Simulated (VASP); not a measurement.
# TaSi2 (P6_422) in VASP: a series of runs

TaSi2 is run at these levels: PBEsol; tasks: single point.

Everything below comes from runs of VASP 6.6.1. Logs are shortened: lines on timing, memory, paths and dates and some standing lists are left out, and cuts for length are marked.

## 1. The cell of the first run

The structure is hexagonal, space group P6_422 (No. 181). Conventional cell: a = 4.761 Å, b = 4.761 Å, c = 6.556 Å, α = 90.00°, β = 90.00°, γ = 120.00°. Ta (site symmetry 222) has 10 Si at 2.60 to 2.81 Å and 4 Ta at 3.23 Å within 3.4 Å. Si (site symmetry 2) has 9 Si at 2.55 to 3.31 Å and 5 Ta at 2.60 to 2.81 Å within 3.4 Å.

## 2. Single point, PBEsol

INCAR reads:

```
ALGO = Normal ; EDIFF = 1E-6
ENCUT = 520 ; GGA = PS
ISIF = 2 ; ISMEAR = 0
LASPH = True ; LCHARG = True
LELF = True ; LREAL = False
LVHAR = True ; LWAVE = False
NBANDS = 38 ; NELM = 60
PREC = Accurate ; SIGMA = 0.1
```

KPOINTS reads:

```
k-points
0
Gamma
  12 12 6
```

POSCAR reads:

```
TaSi2
1.0
    4.7609902416      0.0000000000      0.0000000000
   -2.3804951208      4.1231384964      0.0000000000
    0.0000000000      0.0000000000      6.5561430355
Ta Si
3 6
Direct
    0.5000000000      0.0000000000      0.0000000000
    0.5000000000      0.5000000000      0.6666666667
    0.0000000000      0.5000000000      0.3333333333
    0.1592827538      0.3185655076      0.0000000000
    0.8407172462      0.1592827538      0.6666666667
    0.6814344924      0.8407172462      0.3333333333
    0.8407172462      0.6814344924      0.0000000000
    0.1592827538      0.8407172462      0.6666666667
    0.3185655076      0.1592827538      0.3333333333
```

Potentials or basis: VASP PAW PBE potentials, release 64 (Ta_pv, Si).

Launch:

```sh
$ cat potpaw_PBE.64/Ta_pv/POTCAR potpaw_PBE.64/Si/POTCAR > POTCAR
$ mpirun -np 1 vasp_std > vasp.out
```

OUTCAR:

```text
EDIFF = 1E-6
   ENCUT = 520
   GGA = PS
   ISIF = 2
   ISMEAR = 0
   LASPH = True
   LREAL = False
   NELM = 60
   PREC = Accurate

 ion  position               nearest neighbor table
   1  0.500  0.000  0.000-   5 2.60   6 2.60   8 2.60   9 2.60   7 2.72   4 2.72   4 2.72   7 2.72
                             4 2.81   7 2.81   2 3.23   2 3.23   3 3.23   3 3.23
   2  0.500  0.500  0.667-   4 2.60   7 2.60   6 2.60   9 2.60   8 2.72   5 2.72   8 2.72   5 2.72
                             8 2.81   5 2.81   1 3.23   1 3.23   3 3.23   3 3.23
   3  0.000  0.500  0.333-   4 2.60   7 2.60   5 2.60   8 2.60   6 2.72   9 2.72   9 2.72   6 2.72
                             6 2.81   9 2.81   1 3.23   1 3.23   2 3.23   2 3.23
   4  0.159  0.319  0.000-   5 2.55   9 2.55   2 2.60   3 2.60   7 2.63   1 2.72   1 2.72   1 2.81
                             7 2.81   7 2.81
   5  0.841  0.159  0.667-   4 2.55   6 2.55   1 2.60   3 2.60   8 2.63   2 2.72   2 2.72   2 2.81
                             8 2.81   8 2.81
   6  0.681  0.841  0.333-   7 2.55   5 2.55   1 2.60   2 2.60   9 2.63   3 2.72   3 2.72   3 2.81
                             9 2.81   9 2.81
   7  0.841  0.681  0.000-   6 2.55   8 2.55   2 2.60   3 2.60   4 2.63   1 2.72   1 2.72   1 2.81
                             4 2.81   4 2.81
   8  0.159  0.841  0.667-   7 2.55   9 2.55   1 2.60   3 2.60   5 2.63   2 2.72   2 2.72   2 2.81
                             5 2.81   5 2.81
   9  0.319  0.159  0.333-   4 2.55   8 2.55   1 2.60   2 2.60   6 2.63   3 2.72   3 2.72   3 2.81
                             6 2.81   6 2.81

  LATTYP: Found a hexagonal cell.
 ALAT       =     4.7609902416
 C/A-ratio  =     1.3770544998

  Lattice vectors:

 A1 = (   4.7609902416,   0.0000000000,   0.0000000000)
 A2 = (  -2.3804951208,   4.1231384964,   0.0000000000)
 A3 = (   0.0000000000,   0.0000000000,   6.5561430355)

Analysis of symmetry for initial positions (statically):
=====================================================================
 Subroutine PRICEL returns:
 Original cell was already a primitive cell.

 Routine SETGRP: Setting up the symmetry group for a
 hexagonal supercell.

 Subroutine GETGRP returns: Found 12 space group operations
 (whereof  4 operations were pure point group operations)
 out of a pool of 24 trial point group operations.

The static configuration has the point symmetry D_2 .
 The point group associated with its full space group is D_6 .

Analysis of symmetry for dynamics (positions and initial velocities):
=====================================================================
 Subroutine PRICEL returns:
 Original cell was already a primitive cell.

 Routine SETGRP: Setting up the symmetry group for a
 hexagonal supercell.

 Subroutine GETGRP returns: Found 12 space group operations
 (whereof  4 operations were pure point group operations)
 out of a pool of 24 trial point group operations.

The dynamic configuration has the point symmetry D_2 .
 The point group associated with its full space group is D_6 .

 Subroutine INISYM returns: Found 12 space group operations
 (whereof  4 operations are pure point group operations),
 and found     1 'primitive' translations

----------------------------------------------------------------------------------------

                                     Primitive cell

  volume of cell :     128.6985

  direct lattice vectors                    reciprocal lattice vectors
     4.760990242  0.000000000  0.000000000     0.210040338  0.121266846  0.000000000
    -2.380495121  4.123138496  0.000000000     0.000000000  0.242533691  0.000000000
     0.000000000  0.000000000  6.556143035     0.000000000  0.000000000  0.152528704

  length of vectors
     4.760990242  4.760990242  6.556143035     0.242533691  0.242533691  0.152528704

  position of ions in fractional coordinates (direct lattice)
     0.500000000  0.000000000  0.000000000
     0.500000000  0.500000000  0.666666667
     1.000000000  0.500000000  0.333333333
     0.159282754  0.318565508  0.000000000
     0.840717246  0.159282754  0.666666667
     0.681434492  0.840717246  0.333333333
     0.840717246  0.681434492  0.000000000
     0.159282754  0.840717246  0.666666667
     0.318565508  0.159282754  0.333333333

  ion indices of the primitive-cell ions
   primitive index   ion index
                 1           1
                 2           2
                 3           3
                 4           4
                 5           5
                 6           6
                 7           7
                 8           8
                 9           9

----------------------------------------------------------------------------------------

 KPOINTS: k-points

Automatic generation of k-mesh.
 Grid dimensions read from file:
 generate k-points for:   12   12    6

 Generating k-lattice:

  Cartesian coordinates                     Fractional coordinates (reciprocal lattice)
     0.017503362  0.010105570  0.000000000     0.083333333  0.000000000  0.000000000
     0.000000000  0.020211141  0.000000000     0.000000000  0.083333333  0.000000000
     0.000000000  0.000000000  0.025421451     0.000000000  0.000000000  0.166666667

  Length of vectors
     0.020211141  0.020211141  0.025421451

  Shift w.r.t. Gamma in fractional coordinates (k-lattice)
     0.000000000  0.000000000  0.000000000

 Subroutine IBZKPT returns following result:
 ===========================================

 Found     76 irreducible k-points:

 Following reciprocal coordinates:
            Coordinates               Weight
  0.000000  0.000000  0.000000      1.000000
  0.083333  0.000000  0.000000      6.000000
  0.166667  0.000000  0.000000      6.000000
  0.250000  0.000000  0.000000      6.000000
  0.333333  0.000000  0.000000      6.000000
  0.416667  0.000000  0.000000      6.000000
[... 16 lines left out ...]
  0.250000  0.000000  0.166667     12.000000
  0.333333  0.000000  0.166667     12.000000
 [... further k-points ...]
   k-points           NKPTS =     76   k-points in BZ     NKDIM =     76   number of bands    NBANDS=     38
   number of dos      NEDOS =    301   number of ions     NIONS =      9
   total plane-waves  NPLWV =  64800
   dimension x,y,z NGX =    36 NGY =   36 NGZ =   50
   dimension x,y,z NGXF=    72 NGYF=   72 NGZF=  100
   ions per type =               3   6
   NGX,Y,Z   is equivalent  to a cutoff of  12.57, 12.57, 12.68 a.u.
   NGXF,Y,Z  is equivalent  to a cutoff of  25.14, 25.14, 25.36 a.u.
 SYSTEM =  unknown system
   PREC   = accura    normal or accurate (medium, high low for compatibility)
   ISTART =      0    job   : 0-new  1-cont  2-samecut
   ICHARG =      2    charge: 1-file 2-atom 10-const
   ISPIN  =      1    spin polarized calculation?
   LNONCOLLINEAR =      F non collinear calculations
   LSORBIT =      F    spin-orbit coupling
   LASPH  =      T    aspherical Exc in radial PAW
   ENCUT  =  520.0 eV  38.22 Ry    6.18 a.u.   8.85  8.85 12.19*2*pi/ulx,y,z
   NELM   =     60;   NELMIN=  2; NELMDL= -5     # of ELM steps
   EDIFF  = 0.1E-05   stopping-criterion for ELM
   LREAL  =      F    real-space projection
   EDIFFG = 0.1E-04   stopping-criterion for IOM
   NSW    =      0    number of steps for IOM
   IBRION =     -1    ionic relax: 0-MD 1-quasi-New 2-CG
   NFREE  =      0    steps in history (QN), initial steepest desc. (CG)
   ISIF   =      2    stress and relaxation
   ISYM   =      2    0-nonsym 1-usesym 2-fastsym
   POTIM  = 0.5000    time-step for ionic-motion
   TEBEG  =    0.0;   TEEND  =   0.0 temperature during run
   PSTRESS=    0.0 pullay stress
   NELECT =      57.0000    total number of electrons
   NUPDOWN=      -1.0000    fix difference up-down
   EMIN   =  10.00;   EMAX   =-10.00  energy-range for DOS
   EFERMI =   0.00;   METHOD = LEGACY
   ISMEAR =     0;   SIGMA  =   0.10  broadening in eV -4-tet -1-fermi 0-gaus
   EFERMI_NEDOS =   21; number of points for ismear=-14 and -15
   IALGO  =     38    algorithm
   IMIX   =      4    mixing-type and parameters
     AMIX     =   0.40;   BMIX     =  1.00
     AMIX_MAG =   1.60;   BMIX_MAG =  1.00
  volume/ion in A,a.u.               =      14.30        96.50
  Fermi-wavevector in a.u.,A,eV,Ry     =   1.247887  2.358164 21.187289  1.557222
  Thomas-Fermi vector in A             =   2.381999
   LORBIT       =      0    0 simple, 1 ext, 2 COOP (PROOUT), +10 PAW based schemes
   GGA     = PS    functional components
   LHFCALC =     F    Hartree Fock is set to
   AEXX    =    0.0000 exact exchange contribution
   IVDW    =     0    specifies the selected vdW correction
   LEPSILON=     F    determine dielectric tensor
   LRPA    =     F    only Hartree local field effects (RPA)
 non-spin polarized calculation
 Gauss-broadening in eV      SIGMA  =   0.10
  energy-cutoff  :      520.00
  volume of cell :      128.70
 maximum number of plane-waves:      3501
 NGX is ok and might be reduce to    36
   NGX = 17   NGY = 17   NGZ = 25

 number of electron      57.0000000 magnetization

 Free energy of the ion-electron system (eV)
  ---------------------------------------------------
  ext. energy  EPLUGINS =         0.00000000
  ---------------------------------------------------
  free energy    TOTEN  =       -77.35389196 eV

  energy without entropy =      -77.33619525  energy(sigma->0) =      -77.34504361

 E-fermi :   9.3990     XC(G=0): -12.2043

 val. band max:        9.3822604766   @ k =   0.1667   0.0000   0.3333
 cond. band min:       9.4013642414   @ k =   0.3333   0.0833   0.5000
 fundamental gap:      0.0191037647
 Fermi energy:         9.3990369309

 k-point     1 :       0.0000    0.0000    0.0000
  band No.  band energies     occupation
      1     -24.8956      2.00000
      2     -24.8956      2.00000
      3     -24.8917      2.00000
      4     -24.8192      2.00000
      5     -24.8192      2.00000
      6     -24.7246      2.00000
[... 30 lines left out ...]
     37      13.3987      0.00000
     38      13.4940      0.00000
[... 941 lines left out ...]
     37      13.4926      0.00000
     38      13.7325      0.00000

 [... further k-points ...]

------------------------ aborting loop because EDIFF is reached ----------------------------------------

  FORCE on cell =-STRESS in cart. coord.  units (eV):
  Direction    XX          YY          ZZ          XY          YZ          ZX
  --------------------------------------------------------------------------------------
  -------------------------------------------------------------------------------------
  Total        0.2216998      0.2216998      0.2894796      0.0000000      0.0000000      0.0000000
  in kB        2.7599570      2.7599570      3.6037521      0.0000000      0.0000000      0.0000000
  external PRESSURE =       3.0412220 kB  Pullay stress =       0.0000000 kB

 VOLUME and BASIS-vectors are now :
 -----------------------------------------------------------------------------
  energy-cutoff  :      520.00
  volume of cell :      128.70
      direct lattice vectors                 reciprocal lattice vectors
     4.760990242  0.000000000  0.000000000     0.210040338  0.121266846  0.000000000
    -2.380495121  4.123138496  0.000000000     0.000000000  0.242533691  0.000000000
     0.000000000  0.000000000  6.556143035     0.000000000  0.000000000  0.152528704

 POSITION                                       TOTAL-FORCE (eV/Angst)
 -----------------------------------------------------------------------------------
      2.38050      0.00000      0.00000        -0.000000     -0.000000     -0.000000
      1.19025      2.06157      4.37076        -0.000000     -0.000000     -0.000000
     -1.19025      2.06157      2.18538        -0.000000     -0.000000      0.000000
      0.00000      1.31349      0.00000        -0.000000     -0.004456     -0.000000
      3.62347      0.65674      4.37076         0.003859     -0.002228      0.000000
      1.24298      3.46639      2.18538         0.003859      0.002228     -0.000000
      2.38050      2.80965      0.00000        -0.000000      0.004456     -0.000000
     -1.24298      3.46639      4.37076        -0.003859      0.002228      0.000000
      1.13752      0.65674      2.18538        -0.003859     -0.002228     -0.000000
 -----------------------------------------------------------------------------------
    total drift:                                0.000000      0.000000      0.000000

  FREE ENERGIE OF THE ION-ELECTRON SYSTEM (eV)
  ---------------------------------------------------
  free  energy   TOTEN  =       -77.3538919607 eV

  energy  without entropy=      -77.3361952534  energy(sigma->0) =      -77.34504361
```

Run time: 9.4 min. Hardware: 1 thread of Intel Xeon 8259CL, shared host; peak memory 0.44 GiB.

Results:

* Free energy: -77.3539 eV
* Pressure: 0.3 GPa
* Largest force: 0.004 eV/Å
* Band gap on the k mesh: zero (an odd number of electrons rules out a gap without spin polarisation)

Forces on the atoms (eV/Å):
```
Ta   0.000  0.000  0.000
Ta   0.000  0.000  0.000
Ta   0.000  0.000  0.000
Si   0.000 -0.004  0.000
Si   0.004 -0.002  0.000
Si   0.004  0.002  0.000
Si   0.000  0.004  0.000
Si  -0.004  0.002  0.000
Si  -0.004 -0.002  0.000
```

Stress tensor (GPa, compression positive):
```
0.28 0.00 0.00
0.00 0.28 0.00
0.00 0.00 0.36
```

Levels at points of the mesh, in eV from the Fermi level:
| k point | band 25 | band 26 | band 27 | band 28 | band 29 | band 30 | band 31 | band 32 | band 33 | band 34 |
| --- | --- | --- | --- | --- | --- | --- | --- | --- | --- | --- |
| (0.00, 0.00, 0.00) | -2.53 | -2.41 | -2.22 | -2.22 | -1.49 | 0.69 | 3.01 | 3.01 | 3.51 | 3.59 |
| (0.50, 0.00, 0.00) | -2.09 | -1.11 | -0.78 | -0.12 | -0.03 | 0.86 | 1.22 | 1.61 | 1.96 | 2.30 |
| (0.00, 0.00, 0.50) | -2.29 | -1.98 | -1.78 | -1.78 | 1.11 | 1.11 | 2.69 | 2.69 | 3.44 | 3.51 |
| (0.50, 0.00, 0.50) | -2.10 | -2.07 | -1.85 | -0.71 | -0.24 | 1.56 | 1.98 | 2.56 | 2.61 | 2.61 |

Caveat: the PAW data sets were made with another functional, which shifts forces and pressure a little; spin-orbit coupling is left out, which moves the levels of the heavy elements.

(Part 1 of 2 ends here.)
